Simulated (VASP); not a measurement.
Bi:

```
Bi
1.0
    -1.98143    1.98143    1.98143
     1.98143   -1.98143    1.98143
     1.98143    1.98143   -1.98143
Bi
1
Cartesian
  0.0000 0.0000 0.0000
```

* Program: VASP 6.6.1
* Task: relaxation of cell and atoms
* Functional: RPBE
* Dispersion: D3(BJ)
* Potentials or basis: VASP PAW PBE potentials, release 64 (Bi_d)
* Cutoff: 600 eV
* k mesh: 9 × 9 × 9
* Occupations: fermi-dirac, width 0.05 eV
* Spin: no spin polarisation

At the start: pressure -20.7 GPa; volume 31.12 Å³/atom.

**Question.** How do energy, volume and symmetry change on relaxing?

**Answer.** Over 5 steps the energy falls by 784.7 meV/atom and the volume is 22.51 Å³/atom (-27.7 %); space group Im-3m (No. 229, to 0.05 Å).

The path:
```tsv
step	energy change (eV)	largest force (eV/Å)	pressure (GPa)	volume (Å³)
1	0.0000	0.0000	-20.72	31.12
2	0.6901	0.0000	101.50	16.29
3	-0.7774	0.0000	-3.76	23.12
4	-0.7837	0.0000	-1.48	22.74
5	-0.7847	0.0000	0.03	22.51
```

Final structure:
```
Bi
1.0
    -1.77868    1.77868    1.77868
     1.77868   -1.77868    1.77868
     1.77868    1.77868   -1.77868
Bi
1
Direct
  0.00000 0.00000 0.00000
```

Caveat: the volume moved by over 15 % at a fixed basis, so the end points are rough; the PAW data sets were made with another functional, which shifts forces and pressure a little; pairwise dispersion overbinds metals, which lowers pressure and volume.
